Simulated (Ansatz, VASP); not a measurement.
## Zr3Si2 in VASP and in Ansatz

```xyz
10
Lattice="6.9243 0.0000 0.0000 0.0000 6.9243 0.0000 0.0000 0.0000 3.5716" Properties=species:S:1:pos:R:3 pbc="T T T"
Zr    1.2128    4.6750    1.7858
Zr    5.7114    2.2493    1.7858
Zr    2.2493    1.2128    1.7858
Zr    4.6750    5.7114    1.7858
Zr    0.0000    0.0000    0.0000
Zr    3.4621    3.4621    0.0000
Si    4.3071    0.8450    0.0000
Si    2.6172    6.0793    0.0000
Si    6.0793    4.3071    0.0000
Si    0.8450    2.6172    0.0000
```

Change from the starting cell: equal strain along all axes, cell held, atoms relaxed: -2.0 %.

Alike in both runs: functional PBEsol; k mesh 6 × 6 × 10; occupations gaussian, width 0.1 eV; no spin polarisation.

Ansatz relaxed the structure, and its values are those at the end. VASP's run is a single point on that final structure, the one shown.

```csv
,VASP,Ansatz
version,VASP 6.6.1,Ansatz 0.2.0
potentials or method,"VASP PAW PBE potentials, release 64 (Zr_sv, Si), cutoff 520 eV","scalar-relativistic, plane waves, PAW"
valence electrons in the cell,88,88
```

```tsv
	VASP	Ansatz	Ansatz less VASP
gap on the k mesh at the Fermi level (eV)	none	none	-
pressure (GPa)	10.0	9.7	-0.21
```

VASP's potentials were made for PBE, not for PBEsol. A gap of «none» marks a metal or a gap that the smearing closes. Ansatz's warnings: stress scf threshold loose.
